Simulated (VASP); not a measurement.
ZnCd2O3, 6 atoms in the cell. The structure is trigonal, space group P3m1 (No. 156). The conventional cell has a = 3.483 Å, b = 3.483 Å, c = 8.722 Å, α = 90.00°, β = 90.00°, γ = 120.00°. Within 2.6 Å of Zn (site symmetry 3m) lie 4 O at 1.96 to 2.09 Å. Cd (site symmetry 3m) has 4 O at 2.20 to 2.22 Å within 2.9 Å. Cd (site symmetry 3m) has 4 O at 2.19 to 2.20 Å within 2.9 Å. O (site symmetry 3m) has 4 Cd at 2.20 Å within 2.9 Å. Within 2.6 Å of O (site symmetry 3m) lie 1 Zn at 1.96 Å and 3 Cd at 2.19 Å. O (site symmetry 3m) has 3 Zn at 2.09 Å and 1 Cd at 2.22 Å within 2.8 Å. 

* Program: VASP 6.6.1
* Task: single point
* Functional: PBE
* Potentials or basis: VASP PAW PBE potentials, release 64 (Zn, Cd, O)
* Cutoff: 520 eV
* k mesh: 6 × 6 × 2
* Occupations: gaussian, width 0.1 eV
* Spin: no spin polarisation
* Dipole correction: no
* Further INCAR settings: ALGO = Normal; EDIFF = 1e-06; NBANDS = 36

Potentials or basis: VASP PAW PBE potentials, release 64 (Zn, Cd, O).

Launch:

```sh
$ cat potpaw_PBE.64/Zn/POTCAR potpaw_PBE.64/Cd/POTCAR potpaw_PBE.64/O/POTCAR > POTCAR
$ mpirun -np 1 vasp_std > vasp.out
```

Hardware: 1 thread of Intel(R) Xeon(R) Platinum 8488C (Sapphire Rapids), with other jobs on the host.

Q: How long does it take, and how much memory?

A: It took 52 s on 1 thread of Intel(R) Xeon(R) Platinum 8488C (Sapphire Rapids), with other jobs on the host, peak memory 0.23 GiB. Counts: scf iterations 15, k points 14.
